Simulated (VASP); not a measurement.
# BeSe (F-43m) in VASP: G0W0 quasiparticle levels with PBE

Aim: the G0W0 quasiparticle levels of BeSe with PBE.

Everything below comes from runs of VASP 6.6.1. Logs are shortened: lines on timing, memory, paths and dates and some standing lists are left out, and cuts for length are marked.

**1. The cell of the first run**

Symmetry: F-43m, No. 216, cubic system. The conventional cell has a = 5.162 Å, b = 5.162 Å, c = 5.162 Å, α = 90.00°, β = 90.00°, γ = 90.00°. Be (site symmetry -43m) has 4 Se at 2.24 Å within 3.0 Å. Se (site symmetry -43m) has 4 Be at 2.24 Å within 3.0 Å.

**2. G0W0 quasiparticle levels, PBE**

POSCAR reads:

```
BeSe
1.0
    0.0000000000      2.5810355909      2.5810355909
    2.5810355909      0.0000000000      2.5810355909
    2.5810355909      2.5810355909      0.0000000000
Be Se
1 1
Direct
    0.0000000000      0.0000000000      0.0000000000
    0.2500000000      0.2500000000      0.2500000000
```

INCAR.step1 reads:

```
PREC = Accurate
ENCUT = 500
EDIFF = 1E-8
ISMEAR = 0
SIGMA = 0.01
LREAL = False
LASPH = True
NELM = 60
ALGO = Normal
LWAVE = True
LCHARG = False
GGA = PE
```

INCAR.step2 reads:

```
PREC = Accurate
ENCUT = 500
EDIFF = 1E-8
ISMEAR = 0
SIGMA = 0.01
LREAL = False
LASPH = True
NELM = 1
ALGO = Exact
LWAVE = True
LCHARG = False
GGA = PE
NBANDS = 59
LOPTICS = True
ISTART = 1
```

INCAR.step3 reads:

```
PREC = Accurate
ENCUT = 500
EDIFF = 1E-8
ISMEAR = 0
SIGMA = 0.01
LREAL = False
LASPH = True
ALGO = EVGW0
LWAVE = False
LCHARG = False
GGA = PE
NELMGW = 1
NBANDS = 59
ENCUTGW = 80.0
NOMEGA = 48
PRECFOCK = Fast
ISTART = 1
NBANDSGW = 12
```

KPOINTS reads:

```
regular mesh
0
Gamma
  8 8 8
```

Potentials or basis: VASP PAW PBE potentials, release 64 (Be_GW, Se_GW).

On the command line:

```sh
cat potpaw_PBE.64/Be_GW/POTCAR potpaw_PBE.64/Se_GW/POTCAR > POTCAR
cp INCAR.step1 INCAR
mpirun -np 1 vasp_std > vasp.out
cp INCAR.step2 INCAR
mpirun -np 1 vasp_std > vasp.out
cp INCAR.step3 INCAR
mpirun -np 1 vasp_std > vasp.out
```

OUTCAR:

```text
PREC = Accurate
   ENCUT = 500
   EDIFF = 1E-8
   ISMEAR = 0
   LREAL = False
   LASPH = True
   GGA = PE
   NELMGW = 1
   ENCUTGW = 80.0
   PRECFOCK = Fast
   ISTART = 1

 ion  position               nearest neighbor table
   1  0.000  0.000  0.000-   2 2.24   2 2.24   2 2.24   2 2.24
   2  0.250  0.250  0.250-   1 2.24   1 2.24   1 2.24   1 2.24

  LATTYP: Found a face centered cubic cell.
 ALAT       =     5.1620711818

  Lattice vectors:

 A1 = (   0.0000000000,   2.5810355909,   2.5810355909)
 A2 = (   2.5810355909,   0.0000000000,   2.5810355909)
 A3 = (   2.5810355909,   2.5810355909,   0.0000000000)

Analysis of symmetry for initial positions (statically):
=====================================================================
 Subroutine PRICEL returns:
 Original cell was already a primitive cell.

 Routine SETGRP: Setting up the symmetry group for a
 face centered cubic supercell.

 Subroutine GETGRP returns: Found 24 space group operations
 (whereof 24 operations were pure point group operations)
 out of a pool of 48 trial point group operations.

The static configuration has the point symmetry T_d .

Analysis of symmetry for dynamics (positions and initial velocities):
=====================================================================
 Subroutine PRICEL returns:
 Original cell was already a primitive cell.

 Routine SETGRP: Setting up the symmetry group for a
 face centered cubic supercell.

 Subroutine GETGRP returns: Found 24 space group operations
 (whereof 24 operations were pure point group operations)
 out of a pool of 48 trial point group operations.

The dynamic configuration has the point symmetry T_d .

 Subroutine INISYM returns: Found 24 space group operations
 (whereof 24 operations are pure point group operations),
 and found     1 'primitive' translations

----------------------------------------------------------------------------------------

                                     Primitive cell

  volume of cell :      34.3884

  direct lattice vectors                    reciprocal lattice vectors
     0.000000000  2.581035591  2.581035591    -0.193720692  0.193720692  0.193720692
     2.581035591  0.000000000  2.581035591     0.193720692 -0.193720692  0.193720692
     2.581035591  2.581035591  0.000000000     0.193720692  0.193720692 -0.193720692

  length of vectors
     3.650135538  3.650135538  3.650135538     0.335534081  0.335534081  0.335534081

  position of ions in fractional coordinates (direct lattice)
     0.000000000  0.000000000  0.000000000
     0.250000000  0.250000000  0.250000000

  ion indices of the primitive-cell ions
   primitive index   ion index
                 1           1
                 2           2

----------------------------------------------------------------------------------------

 KPOINTS: regular mesh

Automatic generation of k-mesh.
 Grid dimensions read from file:
 generate k-points for:    8    8    8

 Generating k-lattice:

  Cartesian coordinates                     Fractional coordinates (reciprocal lattice)
    -0.024215086  0.024215086  0.024215086     0.125000000  0.000000000  0.000000000
     0.024215086 -0.024215086  0.024215086     0.000000000  0.125000000  0.000000000
     0.024215086  0.024215086 -0.024215086     0.000000000  0.000000000  0.125000000

  Length of vectors
     0.041941760  0.041941760  0.041941760

  Shift w.r.t. Gamma in fractional coordinates (k-lattice)
     0.000000000  0.000000000  0.000000000

 Subroutine IBZKPT returns following result:
 ===========================================

 Found     29 irreducible k-points:

 Following reciprocal coordinates:
            Coordinates               Weight
  0.000000  0.000000  0.000000      1.000000
  0.125000  0.000000  0.000000      8.000000
  0.250000  0.000000  0.000000      8.000000
  0.375000  0.000000  0.000000      8.000000
  0.500000  0.000000  0.000000      4.000000
  0.125000  0.125000  0.000000      6.000000
[... 16 lines left out ...]
  0.500000  0.250000  0.125000     48.000000
 -0.375000  0.250000  0.125000     24.000000
 [... further k-points ...]
   k-points           NKPTS =     29   k-points in BZ     NKDIM =    512   number of bands    NBANDS=     59
   number of dos      NEDOS =    301   number of ions     NIONS =      2
   total plane-waves  NPLWV =  21952
   dimension x,y,z NGX =    28 NGY =   28 NGZ =   28
   dimension x,y,z NGXF=    56 NGYF=   56 NGZF=   56
   ions per type =               1   1
   NGX,Y,Z   is equivalent  to a cutoff of  12.75, 12.75, 12.75 a.u.
   NGXF,Y,Z  is equivalent  to a cutoff of  25.51, 25.51, 25.51 a.u.
 SYSTEM =  unknown system
   PREC   = accura    normal or accurate (medium, high low for compatibility)
   ISTART =      1    job   : 0-new  1-cont  2-samecut
   ICHARG =      0    charge: 1-file 2-atom 10-const
   ISPIN  =      1    spin polarized calculation?
   LNONCOLLINEAR =      F non collinear calculations
   LSORBIT =      F    spin-orbit coupling
   LASPH  =      T    aspherical Exc in radial PAW
   ENCUT  =  500.0 eV  36.75 Ry    6.06 a.u.   6.66  6.66  6.66*2*pi/ulx,y,z
   NELM   =     60;   NELMIN=  2; NELMDL=  0     # of ELM steps
   EDIFF  = 0.1E-07   stopping-criterion for ELM
   LREAL  =      F    real-space projection
   EDIFFG = 0.1E-06   stopping-criterion for IOM
   NSW    =      0    number of steps for IOM
   IBRION =     -1    ionic relax: 0-MD 1-quasi-New 2-CG
   NFREE  =      0    steps in history (QN), initial steepest desc. (CG)
   ISIF   =      0    stress and relaxation
   ISYM   =      3    0-nonsym 1-usesym 2-fastsym
   POTIM  = 0.5000    time-step for ionic-motion
   TEBEG  =    0.0;   TEEND  =   0.0 temperature during run
   PSTRESS=    0.0 pullay stress
   NELECT =       8.0000    total number of electrons
   NUPDOWN=      -1.0000    fix difference up-down
   EMIN   =  10.00;   EMAX   =-10.00  energy-range for DOS
   EFERMI =   0.00;   METHOD = LEGACY
   ISMEAR =     0;   SIGMA  =   0.01  broadening in eV -4-tet -1-fermi 0-gaus
   EFERMI_NEDOS =   21; number of points for ismear=-14 and -15
   IALGO  =     38    algorithm
   IMIX   =      4    mixing-type and parameters
     AMIX     =   0.40;   BMIX     =  1.00
     AMIX_MAG =   1.60;   BMIX_MAG =  1.00
  volume/ion in A,a.u.               =      17.19       116.03
  Fermi-wavevector in a.u.,A,eV,Ry     =   1.006856  1.902683 13.793037  1.013760
  Thomas-Fermi vector in A             =   2.139625
   LORBIT       =      0    0 simple, 1 ext, 2 COOP (PROOUT), +10 PAW based schemes
   GGA     = PE    functional components
   LHFCALC =     T    Hartree Fock is set to
   PRECFOCK=fast      Normal, Fast or Accurate (Low or Medium for compatibility)
   ENCUT4O =  -1.0   cutoff for four orbital integrals eV
   NKREDX  =     1    reduce k-point grid by
   NKREDY  =     1    reduce k-point grid by
   NKREDZ  =     1    reduce k-point grid by
   AEXX    =    1.0000 exact exchange contribution
   HFSCREEN=    0.0000 screening length (either q_TF or 0.3 A-1)
   HFSCREENC=   0.0000 screening length for correlation (either q_TF or 0.3 A-1)
   ENCUTFOCK=  -1.0 apply spherical cutoff to Coloumb kernel
   IVDW    =     0    specifies the selected vdW correction
   LEPSILON=     F    determine dielectric tensor
   LRPA    =     F    only Hartree local field effects (RPA)
   LRPAFORCE           =     F    calculate RPA forces
   ENCUTGW             =  80.0    cutoff for response function in eV
   ENCUTGWSOFT         =  64.0    soft cutoff for Coulomb kernel in GW response function in eV
   ENCUTLF             =  -1.0    cutoff for local field effects
   NELMGW              =     1    number of iterations in solving QP/BSE equation
   NELMHF              =     1    number of iterations in the inner HF iteration
   NKREDLFX            =     1    NKREDLFY  =   1   NKREDLFZ  =   1
 non-spin polarized calculation
 Gauss-broadening in eV      SIGMA  =   0.01
  energy-cutoff  :      500.00
  volume of cell :       34.39
 maximum number of plane-waves:       893
  NGX = 16; NGY = 16; NGZ = 16
   NGX = 13   NGY = 13   NGZ = 13
 maximum number of plane-waves:        64
 NGX is ok and might be reduce to    14

 QP shifts <psi_nk| G(iteration)W_0 |psi_nk>: iteration 1
 for sc-GW calculations column KS-energies equals QP-energies in previous step
 and V_xc(KS)=  KS-energies - (<T + V_ion + V_H > + <T+V_H+V_ion>^1  + <V_x>^1)

 k-point   1 :       0.0000    0.0000    0.0000
  band No.  KS-energies  QP-energies   sigma(KS)   V_xc(KS)     V^pw_x(r,r')   Z            occupation Imag(sigma)

      1     -10.8105     -11.5595     -13.2286     -12.1919     -20.0760       0.7225       2.0000       1.3608
      2       2.9250       2.3320     -13.2526     -12.5056     -14.8423       0.7939       2.0000       0.0611
      3       2.9250       2.3320     -13.2526     -12.5056     -14.8423       0.7939       2.0000       0.0611
      4       2.9250       2.3320     -13.2526     -12.5056     -14.8423       0.7939       2.0000       0.0611
      5       7.1914       7.8719      -9.1429      -9.9947      -5.2488       0.7989       0.0000      -0.0840
      6       7.9352       8.5784      -8.9979      -9.8119      -4.9522       0.7902       0.0000      -0.0887
      7       7.9352       8.5784      -8.9979      -9.8119      -4.9522       0.7902       0.0000      -0.0887
      8       7.9352       8.5784      -8.9979      -9.8119      -4.9522       0.7902       0.0000      -0.0887
      9      14.8902      15.0420      -8.0887      -8.2906      -2.4017       0.7517       0.0000      -0.3289
     10      15.4147      15.9803      -9.2672      -9.9932      -4.2652       0.7790       0.0000      -0.2794
     11      15.4147      15.9803      -9.2672      -9.9932      -4.2652       0.7790       0.0000      -0.2794
     12      17.4507      17.6407      -7.8444      -8.0896      -2.1495       0.7746       0.0000      -0.4544

 k-point   2 :       0.1250    0.0000    0.0000
  band No.  KS-energies  QP-energies   sigma(KS)   V_xc(KS)     V^pw_x(r,r')   Z            occupation Imag(sigma)

      1     -10.6594     -11.3877     -13.2516     -12.2457     -20.0613       0.7241       2.0000       1.3374
      2       1.6234       0.9355     -12.6977     -11.8206     -14.5072       0.7844       2.0000       0.0708
      3       2.7175       2.1082     -13.1478     -12.3791     -14.7678       0.7926       2.0000       0.0621
      4       2.7175       2.1082     -13.1478     -12.3791     -14.7678       0.7926       2.0000       0.0621
      5       7.4436       8.0823      -9.0252      -9.8271      -5.1021       0.7966       0.0000      -0.0849
      6       8.2795       8.9382      -9.0924      -9.9294      -4.9676       0.7869       0.0000      -0.0925
      7       8.2795       8.9382      -9.0924      -9.9294      -4.9676       0.7869       0.0000      -0.0925
      8       9.0096       9.7225      -9.6255     -10.5352      -5.4576       0.7837       0.0000      -0.1000
      9      14.4949      14.9423      -8.7907      -9.3658      -3.8535       0.7780       0.0000      -0.2476
     10      14.4949      14.9423      -8.7907      -9.3658      -3.8535       0.7780       0.0000      -0.2476
     11      15.0770      15.2579      -7.9376      -8.1771      -2.2612       0.7549       0.0000      -0.3397
     12      17.1425      17.2928      -7.8821      -8.0758      -2.1901       0.7759       0.0000      -0.5222
[... 324 lines left out ...]
      1      -9.4780     -10.0344     -13.5729     -12.8074     -20.0560       0.7268       2.0000       1.1322
      2      -1.7472      -2.6953     -12.0870     -10.8091     -15.1120       0.7419       2.0000       0.1484
      3       0.2137      -0.6190     -12.3939     -11.3115     -14.6869       0.7693       2.0000       0.0938
      4       1.3149       0.5801     -12.6544     -11.7137     -14.6048       0.7811       2.0000       0.0755
      5       8.1965       8.7396      -8.8187      -9.5033      -4.7086       0.7933       0.0000      -0.0944
      6       8.9619       9.5331      -9.0670      -9.7917      -4.8648       0.7882       0.0000      -0.1014
      7      10.4531      11.0833      -9.1690      -9.9844      -4.5152       0.7728       0.0000      -0.1314
      8      11.4221      12.0916      -9.3600     -10.2344      -4.5755       0.7656       0.0000      -0.1517
      9      14.8127      15.3486      -9.2366      -9.9428      -3.8796       0.7589       0.0000      -0.3176
     10      15.7041      16.2291      -8.8397      -9.5317      -3.1726       0.7587       0.0000      -0.3909
     11      18.1290      18.6939      -8.9285      -9.6684      -2.9473       0.7635       0.0000      -0.6033
     12      19.0229      19.4340      -8.7373      -9.2678      -2.8508       0.7748       0.0000      -0.6588

 k-point  24 :      -0.3750    0.2500    0.1250
  band No.  KS-energies  QP-energies   sigma(KS)   V_xc(KS)     V^pw_x(r,r')   Z            occupation Imag(sigma)

      1      -9.2656      -9.7885     -13.6705     -12.9515     -20.0893       0.7272       2.0000       1.0926
      2      -2.2287      -3.2132     -11.9315     -10.5924     -15.1440       0.7352       2.0000       0.1686
      3       0.1018      -0.7393     -12.4106     -11.3147     -14.7528       0.7675       2.0000       0.0964
      4       1.0831       0.3291     -12.5803     -11.6118     -14.5927       0.7785       2.0000       0.0784
      5       8.4007       8.9439      -8.6738      -9.3585      -4.5211       0.7934       0.0000      -0.0957
      6       8.6174       9.1451      -9.1352      -9.8033      -5.0313       0.7898       0.0000      -0.0977
      7      11.2004      11.9405      -9.5329     -10.5056      -4.6550       0.7609       0.0000      -0.1527
      8      12.5353      13.1956      -9.2814     -10.1610      -4.0202       0.7507       0.0000      -0.2075
      9      13.2917      13.7465      -8.7757      -9.3659      -3.8500       0.7706       0.0000      -0.2048
     10      17.3667      18.0010      -9.2131     -10.0449      -3.4004       0.7625       0.0000      -0.5003
     11      17.5495      17.9721      -8.9826      -9.5309      -3.2314       0.7706       0.0000      -0.5643
     12      18.2820      18.7160      -8.6099      -9.1776      -2.5941       0.7643       0.0000      -0.6253

 [... further k-points ...]
```

It took 23 min on 1 thread of Intel Xeon 8259CL, shared host; peak memory 0.84 GiB.

Results:

| Item | Value |
| --- | --- |
| Quasiparticle gap | 3.55 eV |
| Least direct quasiparticle gap | 5.54 eV |
| Band gap of the starting levels on the mesh | 2.64 eV |
| Least direct gap of the starting levels on the mesh | 4.27 eV |

Caveat: bands, screening cutoff and mesh are small and nothing is extrapolated, so the quasiparticle values aren't converged.
